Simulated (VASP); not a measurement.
Sr3Cd: single point with PBE

Sr3Cd:

```
CELL_PARAMETERS angstrom
5.55544 0.00000 0.00000
0.00000 5.55544 0.00000
0.00000 0.00000 5.55544
ATOMIC_POSITIONS crystal
Sr 0.00000 0.50000 0.50000
Sr 0.50000 0.00000 0.50000
Sr 0.50000 0.50000 0.00000
Cd 0.00000 0.00000 0.00000
```

- Program: VASP 6.6.1
- Task: single point
- Functional: PBE
- Potentials or basis: VASP PAW PBE potentials, release 64 (Sr_sv, Cd)
- Cutoff: 520 eV
- k mesh: 4 × 4 × 4
- Occupations: gaussian, width 0.1 eV
- Spin: no spin polarisation
- Dipole correction: no
- Further INCAR settings: ALGO = Normal; EDIFF = 1e-06; NBANDS = 29

```json
{
  "Pressure": "-0.1 GPa",
  "Band gap on the k mesh": "zero (band 21 reaches 2.32 eV, above the bottom of band 22 at 1.74 eV)"
}
```

Levels at points of the mesh, in eV from the Fermi level:
| k point | band 18 | band 19 | band 20 | band 21 | band 22 | band 23 | band 24 | band 25 |
| --- | --- | --- | --- | --- | --- | --- | --- | --- |
| (0.00, 0.00, 0.00) | -4.68 | -1.58 | 0.16 | 0.16 | 0.80 | 0.80 | 0.80 | 0.99 |
| (0.50, 0.00, 0.00) | -3.75 | -2.58 | -0.28 | 0.25 | 0.25 | 1.12 | 1.21 | 1.60 |
| (0.50, 0.50, 0.00) | -3.26 | -1.52 | -1.52 | -0.84 | 0.21 | 1.06 | 1.28 | 1.28 |
| (0.50, 0.50, 0.50) | -3.31 | -0.61 | -0.61 | -0.61 | -0.14 | -0.14 | -0.14 | 0.58 |

It took 40 s on 1 thread of Intel(R) Xeon(R) Platinum 8488C (Sapphire Rapids) (shared host), peak memory 0.26 GiB.
